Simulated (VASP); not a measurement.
Runs of VASP 6.6.1 on HfO2. Symmetry: P4_2/mnm, No. 136, tetragonal system. The conventional cell has a = 4.814 Å, b = 4.814 Å, c = 3.205 Å, α = 90.00°, β = 90.00°, γ = 90.00°. Hf (site symmetry mmm) has 6 O at 2.08 Å within 2.7 Å. O (site symmetry m2m) has 3 Hf at 2.08 Å and 1 O at 2.65 Å within 2.7 Å. 

| k mesh | gap on the mesh (eV) | pressure (GPa) | largest force (eV/Å) |
| --- | --- | --- | --- |
| 6 × 6 × 8 | 3.87 | -0.9 | 0.03 |
| 4 × 4 × 4 | 3.87 | -0.9 | 0.03 |
| 2 × 2 × 2 | 3.78 | 0.2 | (b) |
| 6 × 6 × 10 | 3.87 | -0.9 | 0.03 |
| 2 × 2 × 4 | 3.86 | (a) | 0.03 |

Alike in all rows: task single point; level PBEsol; potentials or basis VASP PAW PBE potentials, release 64 (Hf_pv, O); no spin polarisation; cell as given; cutoff (eV) 520; smearing gaussian 0.01 eV.

Question: Fill in the values left out.

Answer: (a) -0.7; (b) 0.23.

Caveats: some runs use coarse meshes; the PAW data sets were made with another functional, which shifts forces and pressure a little; spin-orbit coupling is left out, which moves the levels of the heavy elements.

A k mesh can miss the band edges, and the runs leave out spin-orbit coupling on Hf.
